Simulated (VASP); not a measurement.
# TiW14 (a cell with a defect) in VASP: further runs

TiW14 (a cell with a defect) is run at these levels: PBE+D3(BJ); tasks: single point.

Everything below comes from runs of VASP 6.6.1. Logs are shortened: lines on timing, memory, paths and dates and some standing lists are left out, and cuts for length are marked.

### Step 1. The cell of the first run

The cell holds a defect, 15 atoms: a = 6.320 Å, b = 6.320 Å, c = 6.320 Å, α = 90.00°, β = 90.00°, γ = 90.00°.

### Step 2. Single point, PBE+D3(BJ)

File INCAR:

```
  PREC = Accurate
  ENCUT = 520
  EDIFF = 1E-6
  ISMEAR = -1
  SIGMA = 0.1
  LREAL = Auto
  LASPH = T
  NELM = 100
  ALGO = Normal
  ISIF = 2
  LWAVE = F
  LCHARG = T
  GGA = PE
  IVDW = 12
  LELF = T
  LVHAR = T
  NBANDS = 117
```

File KPOINTS:

```
Automatic mesh
0
Gamma
  3 3 3
```

File POSCAR:

```
TiW14
1.0
    6.3200000000      0.0000000000      0.0000000000
    0.0000000000      6.3200000000      0.0000000000
    0.0000000000      0.0000000000      6.3200000000
Ti W
1 14
Direct
    0.1649362342     -0.1639708861     -0.1639191456
    0.5089693038      0.0057465190      0.0057977848
   -0.0047810127      0.4919960443      0.0057977848
   -0.0047810127      0.0057463608      0.4920476266
    0.2494669304      0.2432580696      0.2433094937
    0.4970916139      0.5038737342      0.0015186709
    0.4970917722      0.0014672468      0.5039251582
    0.7508859177      0.2500794304      0.2501308544
   -0.0005017405      0.5038737342      0.5039250000
    0.2553034810      0.7456618671      0.2596158228
    0.2553033228      0.2595640823      0.7457134494
    0.4991039557      0.5018615506      0.5019129747
    0.7577074367      0.7514984177      0.2433094937
    0.7577072785      0.2432582278      0.7515498418
    0.7414012658      0.7456620253      0.7457134494
```

Potentials or basis: VASP PAW PBE potentials, release 64 (Ti_sv, W_sv).

On the command line:

```bash
> cat potpaw_PBE.64/Ti_sv/POTCAR potpaw_PBE.64/W_sv/POTCAR > POTCAR
> mpirun -np 1 vasp_std > vasp.out
```

OUTCAR:

```text
PREC = Accurate
   ENCUT = 520
   EDIFF = 1E-6
   ISMEAR = -1
   LREAL = Auto
   LASPH = T
   NELM = 100
   ISIF = 2
   GGA = PE
   IVDW = 12
 IVDW          = 12

 ion  position               nearest neighbor table
   1  0.165  0.836  0.836-   3 2.65   2 2.65   4 2.65  10 2.80  15 2.80  11 2.80   6 3.15   9 3.15
                             7 3.15
   2  0.509  0.006  0.006-   1 2.65   8 2.67   5 2.68  14 2.70  13 2.70  15 2.75  11 2.80  10 2.80
                             6 3.15   7 3.15   7 3.17   6 3.17
   3  0.995  0.492  0.006-   1 2.65   8 2.67  13 2.68  14 2.70   5 2.70  11 2.75  15 2.80  10 2.80
                             9 3.15   6 3.15   6 3.17   9 3.17
   4  0.995  0.006  0.492-   1 2.65   8 2.67  14 2.68  13 2.70   5 2.70  10 2.75  11 2.80  15 2.80
                             7 3.15   9 3.15   9 3.17   7 3.17
   5  0.249  0.243  0.243-   2 2.68   3 2.70   4 2.70   6 2.74   7 2.74  12 2.80   9 2.81  11 3.15
                            10 3.15   8 3.15   8 3.17  10 3.18  11 3.18
   6  0.497  0.504  0.002-  10 2.71  11 2.71  15 2.71   5 2.74  13 2.74   8 2.76  14 2.81   1 3.15
                             2 3.15   3 3.15  12 3.16  12 3.16   3 3.17   2 3.17
   7  0.497  0.001  0.504-  11 2.71  15 2.71  10 2.71  14 2.74   5 2.74   8 2.76  13 2.81   1 3.15
                             4 3.15   2 3.15  12 3.16  12 3.16   2 3.17   4 3.17
   8  0.751  0.250  0.250-   2 2.67   3 2.67   4 2.67  12 2.76   7 2.76   9 2.76   6 2.76  14 3.15
                             5 3.15  13 3.15  14 3.17   5 3.17  13 3.17
   9  0.999  0.504  0.504-  15 2.71  10 2.71  11 2.71  13 2.74  14 2.74   8 2.76   5 2.81   1 3.15
                             3 3.15   4 3.15  12 3.16  12 3.16   4 3.17   3 3.17
  10  0.255  0.746  0.260-  12 2.66   6 2.71   9 2.71   7 2.71   4 2.75   1 2.80   3 2.80   2 2.80
                            13 3.15   5 3.15   5 3.18  13 3.18
  11  0.255  0.260  0.746-  12 2.66   7 2.71   9 2.71   6 2.71   3 2.75   1 2.80   2 2.80   4 2.80
                            14 3.15   5 3.15  14 3.18   5 3.18
  12  0.499  0.502  0.502-  10 2.66  15 2.66  11 2.66   8 2.76  14 2.80  13 2.80   5 2.80   9 3.16
                             7 3.16   6 3.16   9 3.16   7 3.16   6 3.16
  13  0.758  0.751  0.243-   3 2.68   4 2.70   2 2.70   9 2.74   6 2.74  12 2.80   7 2.81  15 3.15
                            10 3.15   8 3.15   8 3.17  15 3.18  10 3.18
  14  0.758  0.243  0.752-   4 2.68   3 2.70   2 2.70   7 2.74   9 2.74  12 2.80   6 2.81  11 3.15
                            15 3.15   8 3.15   8 3.17  15 3.18  11 3.18
  15  0.741  0.746  0.746-  12 2.66   9 2.71   7 2.71   6 2.71   2 2.75   1 2.80   4 2.80   3 2.80
                            13 3.15  14 3.15  14 3.18  13 3.18

  LATTYP: Found a simple cubic cell.
 ALAT       =     6.3200000000

  Lattice vectors:

 A1 = (   6.3200000000,   0.0000000000,   0.0000000000)
 A2 = (   0.0000000000,   6.3200000000,   0.0000000000)
 A3 = (   0.0000000000,   0.0000000000,   6.3200000000)

Analysis of symmetry for initial positions (statically):
=====================================================================
 Subroutine PRICEL returns:
 Original cell was already a primitive cell.

[... 156 lines left out ...]
   LHFCALC =     F    Hartree Fock is set to
   AEXX    =    0.0000 exact exchange contribution
   IVDW    =    12    specifies the selected vdW correction
   LEPSILON=     F    determine dielectric tensor
   LRPA    =     F    only Hartree local field effects (RPA)
 non-spin polarized calculation
  energy-cutoff  :      520.00
  volume of cell :      252.44
 maximum number of plane-waves:      6859
   NGX = 23   NGY = 23   NGZ = 23

 number of electron     208.0000006 magnetization

 Free energy of the ion-electron system (eV)
  ---------------------------------------------------
  ext. energy  EPLUGINS =         0.00000000
  ---------------------------------------------------
  free energy    TOTEN  =      -185.60709051 eV

  energy without entropy =     -185.32058426  energy(sigma->0) =     -185.46383738

 E-fermi :  10.0974     XC(G=0): -13.1175

 val. band max:       10.0820676859   @ k =   0.0000   0.3333   0.3333
 cond. band min:      10.1220377339   @ k =   0.3333   0.0000   0.0000
 fundamental gap:      0.0399700480
 Fermi energy:        10.0973675318

 k-point     1 :       0.0000    0.0000    0.0000
  band No.  band energies     occupation
      1     -63.7537      2.00000
      2     -63.7042      2.00000
      3     -63.7042      2.00000
      4     -63.6742      2.00000
      5     -63.6742      2.00000
      6     -63.6571      2.00000
[... 703 lines left out ...]
    115      12.2917      0.00000
    116      12.3004      0.00000
 [bands above 116 left out]

------------------------ aborting loop because EDIFF is reached ----------------------------------------

 Edisp (eV)   -9.77166

 E8    (eV) :    -4.9857

  FORCE on cell =-STRESS in cart. coord.  units (eV):
  Direction    XX          YY          ZZ          XY          YZ          ZX
  --------------------------------------------------------------------------------------
  -------------------------------------------------------------------------------------
  Total      -8.41125    -8.41125    -8.41125     3.76743    -3.76743     3.76743
  in kB     -53.38507   -53.38507   -53.38507    23.91137   -23.91137    23.91137
  external pressure =      -53.39 kB  Pullay stress =        0.00 kB

 VOLUME and BASIS-vectors are now :
 -----------------------------------------------------------------------------
  energy-cutoff  :      520.00
  volume of cell :      252.44
      direct lattice vectors                 reciprocal lattice vectors
     6.320000000  0.000000000  0.000000000     0.158227848  0.000000000  0.000000000
     0.000000000  6.320000000  0.000000000     0.000000000  0.158227848  0.000000000
     0.000000000  0.000000000  6.320000000     0.000000000  0.000000000  0.158227848

 POSITION                                       TOTAL-FORCE (eV/Angst)
 -----------------------------------------------------------------------------------
      1.04240      5.28370      5.28403         0.456525     -0.456525     -0.456525
      3.21669      0.03632      0.03664        -0.053755      0.028438      0.028438
      6.28978      3.10941      0.03664        -0.028438      0.053755      0.028438
      6.28978      0.03632      3.10974        -0.028438      0.028438      0.053755
      1.57663      1.53739      1.53772        -0.049401      0.009527      0.009527
      3.14162      3.18448      0.00960        -0.014308      0.014308      0.046787
      3.14162      0.00927      3.18481        -0.014308      0.046787      0.014308
      4.74560      1.58050      1.58083        -0.036922      0.036922      0.036922
      6.31683      3.18448      3.18481        -0.046787      0.014308      0.014308
      1.61352      4.71258      1.64077        -0.050219      0.050219      0.020424
      1.61352      1.64045      4.71291        -0.050219      0.020424      0.050219
      3.15434      3.17176      3.17209        -0.044252      0.044252      0.044252
      4.78871      4.74947      1.53772        -0.009527      0.049401      0.009527
      4.78871      1.53739      4.74980        -0.009527      0.009527      0.049401
      4.68566      4.71258      4.71291        -0.020424      0.050219      0.050219
 -----------------------------------------------------------------------------------
    total drift:                                0.016168     -0.022193      0.005164

  FREE ENERGIE OF THE ION-ELECTRON SYSTEM (eV)
  ---------------------------------------------------
  free  energy   TOTEN  =      -195.3787493963 eV

  energy  without entropy=     -195.0922431419  energy(sigma->0) =     -195.23549627
```

stdout:

```text
POSCAR found type information on POSCAR TiW
 POSCAR found :  2 types and      15 ions
 scaLAPACK will be used
 LDA part: xc-table for (Slater+PW92), standard interpolation
 POSCAR, INCAR and KPOINTS ok, starting setup
 FFT: planning ... GRIDC
 FFT: planning ... GRID_SOFT
 FFT: planning ... GRID
 WAVECAR not read
 entering main loop
```

It took 7.2 min on 1 thread of Intel Xeon 6975P-C, shared host; peak memory 0.39 GiB.

What came out:

```yaml
Free_energy: -195.3787 eV
Pressure: -5.3 GPa
Largest_force: 0.791 eV/Å
Band_gap_on_the_k_mesh: zero (band 104 reaches 10.48 eV, above the bottom of band 105 at 9.60 eV)
Dispersion_energy_per_atom: -0.651 eV
```

Forces on the atoms (eV/Å):
```
Ti   0.457 -0.457 -0.457
W   -0.054  0.028  0.028
W   -0.028  0.054  0.028
W   -0.028  0.028  0.054
W   -0.049  0.010  0.010
W   -0.014  0.014  0.047
W   -0.014  0.047  0.014
W   -0.037  0.037  0.037
W   -0.047  0.014  0.014
W   -0.050  0.050  0.020
W   -0.050  0.020  0.050
W   -0.044  0.044  0.044
W   -0.010  0.049  0.010
W   -0.010  0.010  0.049
W   -0.020  0.050  0.050
```

Caveat: spin-orbit coupling is left out, which moves the levels of the heavy elements.

### Step 3. Single point, PBE+D3(BJ)

File INCAR:

```
ALGO = Normal
EDIFF = 1E-6
ENCUT = 520
GGA = PE
ISIF = 2
ISMEAR = -1
IVDW = 12
LASPH = True
LCHARG = True
LELF = True
LREAL = Auto
LVHAR = True
LWAVE = False
NBANDS = 117
NELM = 100
PREC = Accurate
SIGMA = 0.1
```

File KPOINTS:

```
k-points
0
Gamma
  3 3 3
```

File POSCAR:

```
TiW14
1.0
    6.3200000000      0.0000000000      0.0000000000
    0.0000000000      6.3200000000      0.0000000000
    0.0000000000      0.0000000000      6.3200000000
Ti W
1 14
Direct
    0.2042375000     -0.2037549051     -0.2037289557
    0.5068104430      0.0046042722      0.0046299051
   -0.0041215190      0.4936723101      0.0046299051
   -0.0041215190      0.0046042722      0.4936981013
    0.2483954114      0.2426984177      0.2427242089
    0.4977523734      0.5027302215      0.0010908228
    0.4977525316      0.0010651899      0.5027560127
    0.7512917722      0.2491909810      0.2492166139
   -0.0005824367      0.5027302215      0.5027558544
    0.2535651899      0.7469175633      0.2579053797
    0.2535650316      0.2578794304      0.7469433544
    0.4997360759      0.5007466772      0.5007723101
    0.7577843354      0.7520873418      0.2427240506
    0.7577841772      0.2426985759      0.7521129747
    0.7426033228      0.7469177215      0.7469433544
```

Potentials or basis: VASP PAW PBE potentials, release 64 (Ti_sv, W_sv).

On the command line:

```bash
> cat potpaw_PBE.64/Ti_sv/POTCAR potpaw_PBE.64/W_sv/POTCAR > POTCAR
> mpirun -np 1 vasp_std > vasp.out
```

Run time: 8.4 min. Hardware: 1 thread of Intel Xeon 6975P-C, shared host; peak memory 0.39 GiB.

The run converged. Its results:

* Free energy: -195.8943 eV
* Pressure: -5.9 GPa
* Largest force: 1.361 eV/Å
* Band gap on the k mesh: zero (band 104 reaches 10.41 eV, above the bottom of band 105 at 9.51 eV)
* Dispersion energy per atom: -0.651 eV

Forces in eV/Å, atoms in the order of the input:
```
Ti   0.786 -0.786 -0.786
W   -0.111  0.024  0.024
W   -0.024  0.111  0.024
W   -0.024  0.024  0.111
W   -0.087  0.046  0.046
W   -0.047  0.047  0.048
W   -0.047  0.048  0.047
W   -0.045  0.045  0.045
W   -0.048  0.047  0.047
W   -0.096  0.096  0.018
W   -0.096  0.018  0.096
W   -0.050  0.050  0.050
W   -0.046  0.087  0.046
W   -0.046  0.046  0.087
W   -0.018  0.096  0.096
```

Stress tensor (GPa, compression positive):
```
-5.86  1.33  1.33
 1.33 -5.86 -1.33
 1.33 -1.33 -5.86
```

Levels at points of the mesh, in eV from the Fermi level:
```csv
k point,band 102,band 103,band 104,band 105,band 106,band 107
"(0.00, 0.00, 0.00)",0.09,0.28,0.31,0.31,1.01,1.01
```

Caveat: spin-orbit coupling is left out, which moves the levels of the heavy elements.

### Step 4. Single point, PBE+D3(BJ)

File INCAR:

```
ALGO = Normal ; EDIFF = 1E-6
ENCUT = 520 ; GGA = PE
ISIF = 2 ; ISMEAR = -1
IVDW = 12 ; LASPH = T
LCHARG = F ; LREAL = Auto
LWAVE = F ; NBANDS = 117
NELM = 100 ; PREC = Accurate
SIGMA = 0.1
```

KPOINTS is that of step 3.

File POSCAR:

```
TiW14
1.0
    6.3200000000      0.0000000000      0.0000000000
    0.0000000000      6.3200000000      0.0000000000
    0.0000000000      0.0000000000      6.3200000000
Ti W
1 14
Direct
    0.2420865506     -0.2420865506     -0.2420865506
    0.5041338608      0.0017708861      0.0017708861
   -0.0017708861      0.4958661392      0.0017708861
   -0.0017708861      0.0017708861      0.4958661392
    0.2460219937      0.2444601266      0.2444601266
    0.4991419304      0.5008580696     -0.0007151899
    0.4991419304     -0.0007151899      0.5008580696
    0.7504784810      0.2495215190      0.2495215190
    0.0007151899      0.5008580696      0.5008580696
    0.2492479430      0.7507520570      0.2494123418
    0.2492479430      0.2494123418      0.7507520570
    0.5016585443      0.4983414557      0.4983414557
    0.7555398734      0.7539780063      0.2444601266
    0.7555398734      0.2444601266      0.7539780063
    0.7505876582      0.7507520570      0.7507520570
```

On the command line:

```bash
> cat potpaw_PBE.64/Ti_sv/POTCAR potpaw_PBE.64/W_sv/POTCAR > POTCAR
> mpirun -np 1 vasp_std > vasp.out
```

Wall time 8.4 min (1 thread of Intel Xeon 6975P-C, shared host); peak memory 0.39 GiB.

The run converged. Its results:

```yaml
Free_energy: -196.2489 eV
Pressure: -6.3 GPa
Largest_force: 0.030 eV/Å
Band_gap_on_the_k_mesh: zero (band 104 reaches 10.38 eV, above the bottom of band 105 at 9.46 eV)
Dispersion_energy_per_atom: -0.651 eV
```

Forces on the atoms (eV/Å):
```
Ti  -0.010  0.010  0.010
W   -0.026 -0.010 -0.010
W    0.010  0.026 -0.010
W    0.010 -0.010  0.026
W   -0.010 -0.005 -0.005
W    0.000  0.000 -0.004
W    0.000 -0.004  0.000
W    0.008 -0.008 -0.008
W    0.004  0.000  0.000
W   -0.005  0.005 -0.013
W   -0.005 -0.013  0.005
W    0.001 -0.001 -0.001
W    0.005  0.010 -0.005
W    0.005 -0.005  0.010
W    0.013  0.005  0.005
```

Stress tensor (GPa, compression positive):
```
-6.31  0.37  0.37
 0.37 -6.31 -0.37
 0.37 -0.37 -6.31
```

Levels at points of the mesh, in eV from the Fermi level:
| k point | band 102 | band 103 | band 104 | band 105 | band 106 | band 107 |
| --- | --- | --- | --- | --- | --- | --- |
| (0.00, 0.00, 0.00) | -0.02 | 0.29 | 0.29 | 0.35 | 1.12 | 1.12 |

Caveat: spin-orbit coupling is left out, which moves the levels of the heavy elements.

(Part 1 of 2 ends here.)
